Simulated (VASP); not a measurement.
# LaSc (Pm-3m) in VASP: single point with r2SCAN

Aim: the single point of LaSc with r2SCAN.

All numbers are computed with VASP 6.6.1; they aren't measurements. Logs are shortened: lines on timing, memory, paths and dates and some standing lists are left out, and cuts for length are marked.

## Step 1: The cell of the first run

It takes space group Pm-3m (No. 221, cubic). Conventional cell: a = 3.948 Å, b = 3.948 Å, c = 3.948 Å, α = 90.00°, β = 90.00°, γ = 90.00°. Within 4.5 Å of La (site symmetry m-3m) lie 8 Sc at 3.42 Å and 6 La at 3.95 Å. Within 4.5 Å of Sc (site symmetry m-3m) lie 8 La at 3.42 Å and 6 Sc at 3.95 Å.

## Step 2: Single point, r2SCAN

POSCAR

```
LaSc
1.0
    3.9480417122      0.0000000000      0.0000000000
    0.0000000000      3.9480417122      0.0000000000
    0.0000000000      0.0000000000      3.9480417122
La Sc
1 1
Direct
    0.0000000000      0.0000000000      0.0000000000
    0.5000000000      0.5000000000      0.5000000000
```

INCAR.step1

```
PREC     = Accurate       # precision mode
ENCUT    = 520            # plane-wave cutoff, eV
ISMEAR   = 0              # smearing method
SIGMA    = 0.1            # smearing width, eV
LREAL    = F              # projectors in reciprocal space
LASPH    = T              # aspherical terms in the spheres
NELM     = 100            # most SCF steps
NBANDS   = 18             # bands
GGA      = PE             # functional
ALGO     = Normal         # electronic algorithm
EDIFF    = 1E-4           # SCF threshold, eV
LWAVE    = T              # write WAVECAR
LCHARG   = F              # write CHGCAR
```

INCAR.step2

```
PREC     = Accurate       # precision mode
ENCUT    = 520            # plane-wave cutoff, eV
EDIFF    = 1E-6           # SCF threshold, eV
ISMEAR   = 0              # smearing method
SIGMA    = 0.1            # smearing width, eV
LREAL    = F              # projectors in reciprocal space
LASPH    = T              # aspherical terms in the spheres
NELM     = 100            # most SCF steps
ALGO     = Normal         # electronic algorithm
ISIF     = 2              # what is computed and relaxed
LWAVE    = F              # write WAVECAR
LCHARG   = F              # write CHGCAR
METAGGA  = R2SCAN         # meta-GGA
LMIXTAU  = T            
NBANDS   = 18             # bands
ISTART   = 1
```

KPOINTS

```
Automatic mesh
0
Gamma
  14 14 14
```

Potentials or basis: VASP PAW PBE potentials, release 64 (La, Sc_sv).

On the command line:

```console
$ cat potpaw_PBE.64/La/POTCAR potpaw_PBE.64/Sc_sv/POTCAR > POTCAR
$ cp INCAR.step1 INCAR
$ mpirun -np 1 vasp_std > vasp.out
$ cp INCAR.step2 INCAR
$ mpirun -np 1 vasp_std > vasp.out
```

OUTCAR:

```text
PREC = Accurate
   ENCUT = 520
   EDIFF = 1E-6
   ISMEAR = 0
   LREAL = F
   LASPH = T
   NELM = 100
   ISIF = 2
   METAGGA = R2SCAN
   ISTART = 1

 ion  position               nearest neighbor table
   1  0.000  0.000  0.000-   2 3.42   2 3.42   2 3.42   2 3.42   2 3.42   2 3.42   2 3.42   2 3.42

   2  0.500  0.500  0.500-   1 3.42   1 3.42   1 3.42   1 3.42   1 3.42   1 3.42   1 3.42   1 3.42

  LATTYP: Found a simple cubic cell.
 ALAT       =     3.9480417122

  Lattice vectors:

 A1 = (   3.9480417122,   0.0000000000,   0.0000000000)
 A2 = (   0.0000000000,   3.9480417122,   0.0000000000)
 A3 = (   0.0000000000,   0.0000000000,   3.9480417122)

Analysis of symmetry for initial positions (statically):
=====================================================================
 Subroutine PRICEL returns:
 Original cell was already a primitive cell.

 Routine SETGRP: Setting up the symmetry group for a
 simple cubic supercell.

 Subroutine GETGRP returns: Found 48 space group operations
 (whereof 48 operations were pure point group operations)
 out of a pool of 48 trial point group operations.

The static configuration has the point symmetry O_h .

Analysis of symmetry for dynamics (positions and initial velocities):
=====================================================================
 Subroutine PRICEL returns:
 Original cell was already a primitive cell.

 Routine SETGRP: Setting up the symmetry group for a
 simple cubic supercell.

 Subroutine GETGRP returns: Found 48 space group operations
 (whereof 48 operations were pure point group operations)
 out of a pool of 48 trial point group operations.

The dynamic configuration has the point symmetry O_h .

 Subroutine INISYM returns: Found 48 space group operations
 (whereof 48 operations are pure point group operations),
 and found     1 'primitive' translations

----------------------------------------------------------------------------------------

                                     Primitive cell

  volume of cell :      61.5383

  direct lattice vectors                    reciprocal lattice vectors
     3.948041712  0.000000000  0.000000000     0.253290130  0.000000000  0.000000000
     0.000000000  3.948041712  0.000000000     0.000000000  0.253290130  0.000000000
     0.000000000  0.000000000  3.948041712     0.000000000  0.000000000  0.253290130

[... 74 lines left out ...]
   PREC   = accura    normal or accurate (medium, high low for compatibility)
   ISTART =      1    job   : 0-new  1-cont  2-samecut
   ICHARG =      0    charge: 1-file 2-atom 10-const
   ISPIN  =      1    spin polarized calculation?
   LNONCOLLINEAR =      F non collinear calculations
   LSORBIT =      F    spin-orbit coupling
   LASPH  =      T    aspherical Exc in radial PAW
   ENCUT  =  520.0 eV  38.22 Ry    6.18 a.u.   7.34  7.34  7.34*2*pi/ulx,y,z
   NELM   =    100;   NELMIN=  2; NELMDL=  0     # of ELM steps
   EDIFF  = 0.1E-05   stopping-criterion for ELM
   LREAL  =      F    real-space projection
   EDIFFG = 0.1E-04   stopping-criterion for IOM
   NSW    =      0    number of steps for IOM
   IBRION =     -1    ionic relax: 0-MD 1-quasi-New 2-CG
   NFREE  =      0    steps in history (QN), initial steepest desc. (CG)
   ISIF   =      2    stress and relaxation
   ISYM   =      2    0-nonsym 1-usesym 2-fastsym
   POTIM  = 0.5000    time-step for ionic-motion
   TEBEG  =    0.0;   TEEND  =   0.0 temperature during run
   PSTRESS=    0.0 pullay stress
   NELECT =      22.0000    total number of electrons
   NUPDOWN=      -1.0000    fix difference up-down
   EMIN   =  10.00;   EMAX   =-10.00  energy-range for DOS
   EFERMI =   0.00;   METHOD = LEGACY
   ISMEAR =     0;   SIGMA  =   0.10  broadening in eV -4-tet -1-fermi 0-gaus
   EFERMI_NEDOS =   21; number of points for ismear=-14 and -15
   IALGO  =     38    algorithm
   IMIX   =      4    mixing-type and parameters
     AMIX     =   0.40;   BMIX     =  1.00
     AMIX_MAG =   1.60;   BMIX_MAG =  1.00
  volume/ion in A,a.u.               =      30.77       207.64
  Fermi-wavevector in a.u.,A,eV,Ry     =   1.161896  2.195665 18.367902  1.350003
  Thomas-Fermi vector in A             =   2.298463
   LORBIT       =      0    0 simple, 1 ext, 2 COOP (PROOUT), +10 PAW based schemes
   METAGGA = R2SCAN    functional components
   LHFCALC =     F    Hartree Fock is set to
   AEXX    =    0.0000 exact exchange contribution
   IVDW    =     0    specifies the selected vdW correction
   LEPSILON=     F    determine dielectric tensor
   LRPA    =     F    only Hartree local field effects (RPA)
 non-spin polarized calculation
 Gauss-broadening in eV      SIGMA  =   0.10
  energy-cutoff  :      520.00
  volume of cell :       61.54
 maximum number of plane-waves:      1691
 NGX is ok and might be reduce to    30
   NGX = 15   NGY = 15   NGZ = 15

 number of electron      22.0000001 magnetization

 Free energy of the ion-electron system (eV)
  ---------------------------------------------------
  ext. energy  EPLUGINS =         0.00000000
  ---------------------------------------------------
  free energy    TOTEN  =       -41.00854637 eV

  energy without entropy =      -40.99723485  energy(sigma->0) =      -41.00289061

 E-fermi :   6.3401     XC(G=0): -10.3922

 val. band max:        6.3323480677   @ k =   0.5000   0.2857   0.2143
 cond. band min:       6.3528198875   @ k =   0.3571   0.3571   0.2857
 fundamental gap:      0.0204718198
 Fermi energy:         6.3401098138

 k-point     1 :       0.0000    0.0000    0.0000
  band No.  band energies     occupation
      1     -45.6778      2.00000
      2     -27.3339      2.00000
      3     -23.3201      2.00000
      4     -23.3201      2.00000
      5     -23.3201      2.00000
      6     -10.4073      2.00000
[... 481 lines left out ...]
      5     -23.3156      2.00000
      6     -10.8433      2.00000
[... 10 lines left out ...]
     17       8.7813      0.00000
     18       8.9921      0.00000

 [... further k-points ...]
[... 5 lines left out ...]
  --------------------------------------------------------------------------------------
  -------------------------------------------------------------------------------------
  Total        0.1153366      0.1153366      0.1153366     -0.0000000      0.0000000     -0.0000000
  in kB        3.0028410      3.0028410      3.0028410     -0.0000000      0.0000000     -0.0000000
  external PRESSURE =       3.0028410 kB  Pullay stress =       0.0000000 kB

 VOLUME and BASIS-vectors are now :
 -----------------------------------------------------------------------------
  energy-cutoff  :      520.00
  volume of cell :       61.54
      direct lattice vectors                 reciprocal lattice vectors
     3.948041712  0.000000000  0.000000000     0.253290130  0.000000000  0.000000000
     0.000000000  3.948041712  0.000000000     0.000000000  0.253290130  0.000000000
     0.000000000  0.000000000  3.948041712     0.000000000  0.000000000  0.253290130

 POSITION                                       TOTAL-FORCE (eV/Angst)
 -----------------------------------------------------------------------------------
      0.00000      0.00000      0.00000         0.000000      0.000000      0.000000
      1.97402      1.97402      1.97402         0.000000      0.000000      0.000000
 -----------------------------------------------------------------------------------
    total drift:                                0.000000      0.000000     -0.000000

  FREE ENERGIE OF THE ION-ELECTRON SYSTEM (eV)
  ---------------------------------------------------
  free  energy   TOTEN  =       -41.0085463653 eV

  energy  without entropy=      -40.9972348509  energy(sigma->0) =      -41.00289061
```

OUTCAR.step1:

```text
PREC = Accurate
   ENCUT = 520
   ISMEAR = 0
   LREAL = F
   LASPH = T
[... 726 lines left out ...]
 -----------------------------------------------------------------------------------
      0.00000      0.00000      0.00000         0.000000      0.000000      0.000000
      1.97402      1.97402      1.97402         0.000000      0.000000      0.000000
 -----------------------------------------------------------------------------------
    total drift:                                0.000000      0.000000      0.000000

  FREE ENERGIE OF THE ION-ELECTRON SYSTEM (eV)
  ---------------------------------------------------
  free  energy   TOTEN  =       -11.0175629638 eV

  energy  without entropy=      -11.0032086770  energy(sigma->0) =      -11.01038582
```

OSZICAR.step1:

```text
N       E                     dE             d eps       ncg     rms          rms(c)
DAV:   1     0.297943530944E+03    0.29794E+03   -0.89374E+03  4368   0.165E+03
DAV:   2     0.148966117405E+02   -0.28305E+03   -0.27440E+03  5872   0.396E+02
DAV:   3    -0.105600741722E+02   -0.25457E+02   -0.24078E+02  6588   0.151E+02
DAV:   4    -0.128716368288E+02   -0.23116E+01   -0.21750E+01  8172   0.341E+01
DAV:   5    -0.129867390868E+02   -0.11510E+00   -0.11434E+00  6692   0.625E+00    0.663E+00
DAV:   6    -0.110786491028E+02    0.19081E+01   -0.11601E+01  6702   0.216E+01    0.213E+00
DAV:   7    -0.110306055131E+02    0.48044E-01   -0.35566E-01  7842   0.643E+00    0.123E+00
DAV:   8    -0.110166147146E+02    0.13991E-01   -0.12546E-01  7294   0.268E+00    0.349E-01
DAV:   9    -0.110175784313E+02   -0.96372E-03   -0.37269E-02  7544   0.183E+00    0.266E-01
DAV:  10    -0.110172927516E+02    0.28568E-03   -0.94149E-03  7654   0.753E-01    0.965E-02
DAV:  11    -0.110176708158E+02   -0.37806E-03   -0.17085E-03  7824   0.341E-01    0.750E-02
DAV:  12    -0.110175650341E+02    0.10578E-03   -0.11813E-03  6692   0.239E-01    0.122E-02
DAV:  13    -0.110175629638E+02    0.20703E-05   -0.10151E-04  5568   0.874E-02
   1 F= -.11017563E+02 E0= -.11010386E+02  d E =-.143543E-01
```

It took 6.5 min on 1 thread of Intel Xeon 6975P-C (Granite Rapids), shared host; peak memory 0.3 GiB.

Results:

```yaml
Free_energy: -41.0085 eV
Pressure: 0.3 GPa
Band_gap_on_the_k_mesh: zero (bands 11 and 12 overlap by 0.77 eV)
```

Caveat: the PAW data sets were made with another functional, which shifts forces and pressure a little; spin-orbit coupling is left out, which moves the levels of the heavy elements.

The gap in the log of VASP goes by the Fermi energy; the results here count the filled bands.